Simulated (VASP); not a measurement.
# Na2C3 (R-3m) in VASP: a series of runs, part 2 of 2

VASP 6.6.1. Earlier steps stand in the parts before.

## (3) Relaxation of cell and atoms, PBE

This run uses another cell than the first one, of 21.17 Å³/atom, 1.409 times its volume.

INCAR reads:

```
SYSTEM = Na2C3
PREC     = Accurate       ! precision mode
ENCUT    = 600            ! plane-wave cutoff, eV
EDIFF    = 1E-7           ! SCF threshold, eV
ISMEAR   = 0              ! smearing method
SIGMA    = 0.1            ! smearing width, eV
LREAL    = .False.        ! projectors in reciprocal space
LASPH    = .True.         ! aspherical terms in the spheres
NELM     = 100            ! most SCF steps
ALGO     = Normal         ! electronic algorithm
ISIF     = 3              ! what is computed and relaxed
LWAVE    = .False.        ! write WAVECAR
LCHARG   = .False.        ! write CHGCAR
GGA      = PE             ! functional
IBRION   = 2              ! ionic algorithm
NSW      = 90             ! ionic steps
EDIFFG   = -0.04          ! ionic threshold
```

KPOINTS reads:

```
regular mesh
0
Gamma
  6 6 6
  0 0 0
```

POSCAR reads:

```
Na2C3
1.0
    3.3724506600      1.9470853000      2.6867492300
   -3.3724506600      1.9470853000      2.6867492300
    0.0000000000     -3.8941705900      2.6867492300
Na C
2 3
Direct
    0.8187567600      0.8187567600      0.8187567600
    0.1812432400      0.1812432400      0.1812432400
    0.0000000000      0.5000000000      0.0000000000
    0.0000000000      0.0000000000      0.5000000000
    0.5000000000      0.0000000000      0.0000000000
```

Potentials or basis: VASP PAW PBE potentials, release 64 (Na_pv, C).

On the command line:

```bash
$ cat potpaw_PBE.64/Na_pv/POTCAR potpaw_PBE.64/C/POTCAR > POTCAR
$ mpirun -np 1 vasp_std > vasp.out
```

OUTCAR:

```text
SYSTEM = Na2C3
   PREC = Accurate
   ENCUT = 600
   EDIFF = 1E-7
   ISMEAR = 0
   LREAL = .False.
   LASPH = .True.
   NELM = 100
   ISIF = 3
   GGA = PE
   IBRION = 2
   NSW = 90
   EDIFFG = -0.04

 ion  position               nearest neighbor table
   1  0.819  0.819  0.819-   3 1.95   5 1.95   4 1.95
   2  0.181  0.181  0.181-   3 1.95   5 1.95   4 1.95
   3  0.000  0.500  0.000-   1 1.95   2 1.95
   4  0.000  0.000  0.500-   1 1.95   2 1.95
   5  0.500  0.000  0.000-   1 1.95   2 1.95

  LATTYP: Found a trigonal (rhomboedric) cell.
 ALAT       =     4.7310871948
 COS(alpha) =    -0.0162470554

  Lattice vectors:

 A1 = (   3.3724506600,   1.9470853000,   2.6867492300)
 A2 = (  -3.3724506600,   1.9470853000,   2.6867492300)
 A3 = (   0.0000000000,  -3.8941705900,   2.6867492300)

Analysis of symmetry for initial positions (statically):
=====================================================================
 Subroutine PRICEL returns:
 Original cell was already a primitive cell.

 Routine SETGRP: Setting up the symmetry group for a
 trigonal (rhombohedral) supercell.

 Subroutine GETGRP returns: Found 12 space group operations
 (whereof 12 operations were pure point group operations)
 out of a pool of 12 trial point group operations.

The static configuration has the point symmetry D_3d.

Analysis of symmetry for dynamics (positions and initial velocities):
=====================================================================
 Subroutine PRICEL returns:
 Original cell was already a primitive cell.

 Routine SETGRP: Setting up the symmetry group for a
 trigonal (rhombohedral) supercell.

 Subroutine GETGRP returns: Found 12 space group operations
 (whereof 12 operations were pure point group operations)
 out of a pool of 12 trial point group operations.

The dynamic configuration has the point symmetry D_3d.

 Subroutine INISYM returns: Found 12 space group operations
 (whereof 12 operations are pure point group operations),
 and found     1 'primitive' translations

----------------------------------------------------------------------------------------

                                     Primitive cell

  volume of cell :     105.8544

  direct lattice vectors                    reciprocal lattice vectors
     3.372450660  1.947085300  2.686749230     0.148260138  0.085598031  0.124065666
    -3.372450660  1.947085300  2.686749230    -0.148260138  0.085598031  0.124065666
     0.000000000 -3.894170590  2.686749230     0.000000000 -0.171196061  0.124065666

  length of vectors
     4.731087195  4.731087195  4.731087191     0.211424646  0.211424646  0.211424646

  position of ions in fractional coordinates (direct lattice)
     0.818756760  0.818756760  0.818756760
     0.181243240  0.181243240  0.181243240
     0.000000000  0.500000000  0.000000000
     0.000000000  0.000000000  0.500000000
     0.500000000  0.000000000  0.000000000

  ion indices of the primitive-cell ions
   primitive index   ion index
                 1           1
                 2           2
                 3           3
                 4           4
                 5           5

[... 55 lines left out ...]
   total plane-waves  NPLWV =  64000
   dimension x,y,z NGX =    40 NGY =   40 NGZ =   40
   dimension x,y,z NGXF=    80 NGYF=   80 NGZF=   80
   ions per type =               2   3
   NGX,Y,Z   is equivalent  to a cutoff of  14.06, 14.06, 14.06 a.u.
   NGXF,Y,Z  is equivalent  to a cutoff of  28.11, 28.11, 28.11 a.u.
 SYSTEM =  Na2C3
   PREC   = accura    normal or accurate (medium, high low for compatibility)
   ISTART =      0    job   : 0-new  1-cont  2-samecut
   ICHARG =      2    charge: 1-file 2-atom 10-const
   ISPIN  =      1    spin polarized calculation?
   LNONCOLLINEAR =      F non collinear calculations
   LSORBIT =      F    spin-orbit coupling
   LASPH  =      T    aspherical Exc in radial PAW
   ENCUT  =  600.0 eV  44.10 Ry    6.64 a.u.   9.45  9.45  9.45*2*pi/ulx,y,z
   NELM   =    100;   NELMIN=  2; NELMDL= -5     # of ELM steps
   EDIFF  = 0.1E-06   stopping-criterion for ELM
   LREAL  =      F    real-space projection
   EDIFFG = -.4E-01   stopping-criterion for IOM
   NSW    =     90    number of steps for IOM
   IBRION =      2    ionic relax: 0-MD 1-quasi-New 2-CG
   NFREE  =      1    steps in history (QN), initial steepest desc. (CG)
   ISIF   =      3    stress and relaxation
   ISYM   =      2    0-nonsym 1-usesym 2-fastsym
   POTIM  = 0.5000    time-step for ionic-motion
   TEBEG  =    0.0;   TEEND  =   0.0 temperature during run
   PSTRESS=    0.0 pullay stress
   NELECT =      26.0000    total number of electrons
   NUPDOWN=      -1.0000    fix difference up-down
   EMIN   =  10.00;   EMAX   =-10.00  energy-range for DOS
   EFERMI =   0.00;   METHOD = LEGACY
   ISMEAR =     0;   SIGMA  =   0.10  broadening in eV -4-tet -1-fermi 0-gaus
   EFERMI_NEDOS =   21; number of points for ismear=-14 and -15
   IALGO  =     38    algorithm
   IMIX   =      4    mixing-type and parameters
     AMIX     =   0.40;   BMIX     =  1.00
     AMIX_MAG =   1.60;   BMIX_MAG =  1.00
  volume/ion in A,a.u.               =      21.17       142.87
  Fermi-wavevector in a.u.,A,eV,Ry     =   1.025250  1.937441 14.301585  1.051137
  Thomas-Fermi vector in A             =   2.159080
   LORBIT       =      0    0 simple, 1 ext, 2 COOP (PROOUT), +10 PAW based schemes
   GGA     = PE    functional components
   LHFCALC =     F    Hartree Fock is set to
   AEXX    =    0.0000 exact exchange contribution
   IVDW    =     0    specifies the selected vdW correction
   LEPSILON=     F    determine dielectric tensor
   LRPA    =     F    only Hartree local field effects (RPA)
 conjugate gradient relaxation of ions
 non-spin polarized calculation
 Gauss-broadening in eV      SIGMA  =   0.10
  energy-cutoff  :      600.00
  volume of cell :      105.85
 maximum number of plane-waves:      3575
 NGX is ok and might be reduce to    40
   NGX = 19   NGY = 19   NGZ = 19

--------------------------------------- Ionic step        1  -------------------------------------------

 number of electron      26.0000023 magnetization

 Free energy of the ion-electron system (eV)
  ---------------------------------------------------
  ext. energy  EPLUGINS =         0.00000000
  ---------------------------------------------------
  free energy    TOTEN  =        -7.72002340 eV

  energy without entropy =       -7.69355825  energy(sigma->0) =       -7.70679083

------------------------ aborting loop because EDIFF is reached ----------------------------------------

  FORCE on cell =-STRESS in cart. coord.  units (eV):
  Direction    XX          YY          ZZ          XY          YZ          ZX
  --------------------------------------------------------------------------------------
  -------------------------------------------------------------------------------------
  Total       16.6683926     16.6683926     -5.9592398      0.0000000     -0.0000000      0.0000000
  in kB      252.2872710    252.2872710    -90.1970808      0.0000000     -0.0000001      0.0000000
  external PRESSURE =     138.1258204 kB  Pullay stress =       0.0000000 kB
[... 98 lines left out ...]
  FREE ENERGIE OF THE ION-ELECTRON SYSTEM (eV)
  ---------------------------------------------------
  free  energy   TOTEN  =       -10.8634433684 eV

  energy  without entropy=      -10.8282845904  energy(sigma->0) =      -10.84586398

 E-fermi :  -1.0308     XC(G=0):  -7.2844

 val. band max:       -1.0367058754   @ k =  -0.1667   0.5000   0.1667
 cond. band min:      -1.0302910835   @ k =   0.1667  -0.0000   0.0000
 fundamental gap:      0.0064147919
 Fermi energy:        -1.0308389559

 k-point     1 :       0.0000    0.0000    0.0000
  band No.  band energies     occupation
      1     -24.1501      2.00000
      2     -23.8926      2.00000
      3     -23.8926      2.00000
      4     -23.8510      2.00000
      5     -23.8510      2.00000
      6     -23.8434      2.00000
[... 459 lines left out ...]
      6     -23.8495      2.00000
[... 9 lines left out ...]
     16       0.1612      0.00000
     17       0.7189      0.00000

 [... further k-points ...]

[... ionic steps 4 to 13 ...]

--------------------------------------- Ionic step       14  -------------------------------------------

 number of electron      26.0000000 magnetization

------------------------ aborting loop because EDIFF is reached ----------------------------------------
[... 73 lines left out ...]
--------------------------------------- Ionic step       16  -------------------------------------------

 number of electron      26.0000008 magnetization

 Free energy of the ion-electron system (eV)
  ---------------------------------------------------
  ext. energy  EPLUGINS =         0.00000000
  ---------------------------------------------------
  free energy    TOTEN  =       -13.33857711 eV

  energy without entropy =      -13.31709098  energy(sigma->0) =      -13.32783405

 E-fermi :   1.1216     XC(G=0):  -9.1007

 val. band max:        1.1118868442   @ k =   0.1667  -0.0000   0.0000
 cond. band min:       1.1277068907   @ k =   0.5000   0.3333   0.0000
 fundamental gap:      0.0158200465
 Fermi energy:         1.1215711609

 k-point     1 :       0.0000    0.0000    0.0000
  band No.  band energies     occupation
      1     -23.2914      2.00000
      2     -22.4101      2.00000
      3     -22.4101      2.00000
      4     -22.1798      2.00000
      5     -22.1798      2.00000
      6     -21.8784      2.00000
[... 503 lines left out ...]
  FREE ENERGIE OF THE ION-ELECTRON SYSTEM (eV)
  ---------------------------------------------------
  free  energy   TOTEN  =       -13.3385771149 eV

  energy  without entropy=      -13.3170909799  energy(sigma->0) =      -13.32783405

 reached required accuracy - stopping structural energy minimisation
```

Run time: 7.4 min. Hardware: 1 thread of AMD EPYC 9R45 (Zen 5), shared host; peak memory 0.24 GiB.

Results:

```yaml
Free_energy: -13.3386 eV
Relaxed_volume: 15.08 Å³/atom
Relaxed_cell: a = 4.669 Å, b = 4.669 Å, c = 4.669 Å, α = 110.45°, β = 110.45°, γ = 110.45°
Space_group_after_relaxing_to_0.05_Å: R-3m (No. 166)
Energy_gained_by_relaxing: 1123.7 meV/atom
Ionic_steps: 16
Pressure_after_relaxing: 0.0 GPa
Largest_force_after_relaxing: 0.010 eV/Å
Band_gap_on_the_k_mesh: zero (band 13 reaches 1.54 eV, above the bottom of band 14 at 0.88 eV)
```

Forces on the atoms (eV/Å):
```
Na   0.000  0.000 -0.010
Na   0.000  0.000  0.010
C    0.000  0.000  0.000
C    0.000  0.000  0.000
C    0.000  0.000  0.000
```

Stress tensor (GPa, compression positive):
```
-0.18  0.00  0.00
 0.00 -0.18  0.00
 0.00  0.00  0.25
```

Step by step:
```
step  energy change (eV)  largest force (eV/Å)  pressure (GPa)  volume (Å³)
   1              0.0000                1.1247           13.81       105.85
   2             -3.0111                0.6280           -0.34       134.44
   3             -3.1434                0.5646           -1.71       140.49
   4             -3.1097                0.4729           -3.59       152.63
   5             -3.1710                0.5294           -2.45       144.52
   6             -3.4342                0.6127           -2.68       136.63
   7             -4.1982                0.8808           -3.35       116.19
   8             -5.2579                1.8876           -1.33        77.12
   9             -5.3844                0.7192           -0.15        72.97
  10             -5.3861                0.4820            0.14        72.28
  11             -5.4758                0.4259            0.19        72.70
  12             -5.6016                0.3762            0.84        73.78
  13             -5.6045                0.3818            1.00        73.93
  14             -5.6045                0.3836            1.03        73.97
  15             -5.6161                0.1637            0.39        74.80
  16             -5.6186                0.0101           -0.04        75.39
```

Final structure:
```
Na C
1.0
     3.83556    2.21446    1.47925
    -3.83556    2.21446    1.47925
     0.00000   -4.42893    1.47925
Na C
2 3
Direct
  0.73996 0.73996 0.73996
  0.26004 0.26004 0.26004
  0.00000 0.50000 0.00000
  0.00000 0.00000 0.50000
  0.50000 0.00000 0.00000
```

Caveat: the volume moved by over 15 % at a fixed basis, so the end points are rough.
